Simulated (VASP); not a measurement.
Input of a VASP 6.6.1 run:

The input INCAR:

```
SYSTEM = CdAu
  PREC = Accurate
  ENCUT = 540
  EDIFF = 1E-6
  ISMEAR = -1
  SIGMA = 0.05
  LREAL = .False.
  LASPH = .True.
  NELM = 120
  ALGO = Normal
  ISIF = 2
  LWAVE = .False.
  LCHARG = .False.
  GGA = CA
  NBANDS = 26
  GGA_COMPAT = .False.
```

Contents of KPOINTS:

```
regular mesh
0
Gamma
  16 16 10
  0 0 0
```

The input POSCAR:

```
CdAu
1.0
    3.0178677101      0.0000000000      0.0000000000
   -1.5089338550      2.6135501022      0.0000000000
    0.0000000000      0.0000000000      4.4933879013
Cd Au
1 1
Direct
    0.0000000000      0.0000000000      0.0000000000
    0.3333333333      0.6666666667      0.5000000000
```

Potentials or basis: VASP PAW LDA potentials, release 64 (Cd_sv_GW, Au_sv_GW).

The run is started by

```bash
$ cat potpaw_LDA.64/Cd_sv_GW/POTCAR potpaw_LDA.64/Au_sv_GW/POTCAR > POTCAR
$ mpirun -np 1 vasp_std > vasp.out
```

Question: Estimate the pressure.

Answer: -1.2 GPa.

Question: Estimate the band gap on the k mesh.

Answer: Zero (an odd number of electrons rules out a gap without spin polarisation).

Stress tensor (GPa, compression positive):
```
-1.50  0.00  0.00
 0.00 -1.50  0.00
 0.00  0.00 -0.48
```

Caveat: spin-orbit coupling is left out, which moves the levels of the heavy elements.
